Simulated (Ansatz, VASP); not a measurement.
One calculation of Ge2Sb2Te5, two programs

```xyz
9
Lattice="4.2240 0.0000 0.0000 -2.1120 3.6581 0.0000 0.0000 0.0000 16.8655" Properties=species:S:1:pos:R:3 pbc="T T T"
Te    0.0000    0.0000    0.0000
Te    2.1120    1.2194    3.3494
Te    0.0000    2.4387    7.0707
Te    2.1120    1.2194    9.7948
Te    0.0000    2.4387   13.5162
Ge    0.0000    2.4387    1.6929
Ge    2.1120    1.2194   15.1726
Sb    0.0000    0.0000    5.3492
Sb    0.0000    0.0000   11.5163
```

Alike in both runs: functional PBEsol; k mesh 10 × 10 × 2; occupations gaussian, width 0.03 eV; no spin polarisation.

Ansatz relaxed the structure, and its values are those at the end. VASP's run is a single point on that final structure, the one shown.

```csv
,VASP,Ansatz
version,VASP 6.6.1,Ansatz 0.2.0
potentials or method,"VASP PAW PBE potentials, release 64 (Te, Ge_d, Sb)","scalar-relativistic, plane waves, PAW"
plane-wave cutoff (eV),520,420
valence electrons in the cell,68,138
```

|  | VASP | Ansatz | Ansatz less VASP |
| --- | --- | --- | --- |
| gap on the k mesh at the Fermi level (eV) | 0.13 | 0.14 | +0.010 |
| least direct gap on the mesh (eV) | 0.13 | 0.14 | +0.010 |
| pressure (GPa) | 0.1 | 0.0 | -0.06 |
| rms of the force components (eV/Å) | 0.013 | 0.001 | -0.0120 |

VASP's potentials were made for PBE, not for PBEsol, and Ansatz warns of the same on its side. VASP's potentials hold 68 valence electrons a cell and Ansatz's 138, so a difference there can come from the potentials and not from the codes.

Spin-orbit coupling is off throughout.
